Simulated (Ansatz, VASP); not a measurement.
**Ta: VASP beside Ansatz**

The input INCAR:

```
ALGO = Normal ; DIPOL = 0.5 0.5 0.500
EDIFF = 1E-6 ; ENCUT = 520
IDIPOL = 3 ; ISIF = 2
ISMEAR = -1 ; LASPH = True
LCHARG = False ; LDIPOL = True
LREAL = False ; LWAVE = False
NBANDS = 24 ; NELM = 80
PREC = Accurate ; SIGMA = 0.1
```

File KPOINTS:

```
k-points
0
Gamma
  15 15 1
```

POSCAR

```
Ta
1.0
    2.8181880382      0.0000000000      0.0000000000
   -0.9393960127      2.6570131632      0.0000000000
    0.0000000000      0.0000000000     17.4576000000
Ta
3
Direct
    0.0000000000      0.0000000000      0.3723292990
    0.5000000000      0.5000000000      0.4999999649
    0.0000000000      0.0000000000      0.6276707010
```

Input for Ansatz:

```yaml
crystal:
  lattice:
    - [2.8181880382, 0.0, 0.0]
    - [-0.9393960127, 2.6570131632, 0.0]
    - [0.0, 0.0, 17.4576]
  atoms:
    - { symbol: Ta, position: [0.0, 0.0, 0.372329299] }
    - { symbol: Ta, position: [0.5, 0.5, 0.4999999649] }
    - { symbol: Ta, position: [0.0, 0.0, 0.627670701] }
kpoints:
  mp_grid: { grid: [15, 15, 1] }
scf:
  occupations: { method: fermi_dirac, width: 0.1 }
hamiltonian:
  xc: lda
  pseudopotentials: { kind: paw }
output:
  forces: true
  stress: true
  eigenvalues: true
efield:
  axis: 3
  amplitude: 0
  dipole_correction: true
```

Alike in both runs: task single point; functional LDA; k mesh 15 × 15 × 1; occupations fermi-dirac, width 0.1 eV; no spin polarisation.

```csv
,VASP,Ansatz
version,VASP 6.6.1,Ansatz 0.2.0
potentials or method,"VASP PAW LDA potentials, release 64 (Ta_pv)","PAW with Ansatz's default frozen-core files, scalar-relativistic"
plane-wave cutoff (eV),520,420
valence electrons in the cell,33,39
```

VASP gave:

```
rms of the force components (eV/Å) : 0.025
```

Which values does Ansatz return?

rms of the force components (eV/Å): 0.002.

LDA's correlation is that of Perdew and Zunger in VASP and of Perdew and Wang (1992) in Ansatz. Atom by atom the forces differ by 0.023 eV/Å (rms over components). VASP's potentials hold 33 valence electrons a cell and Ansatz's 39, so a difference there can come from the potentials and not from the codes. Ansatz's warnings: vacuum density over bound.

Neither program's run includes spin-orbit coupling.
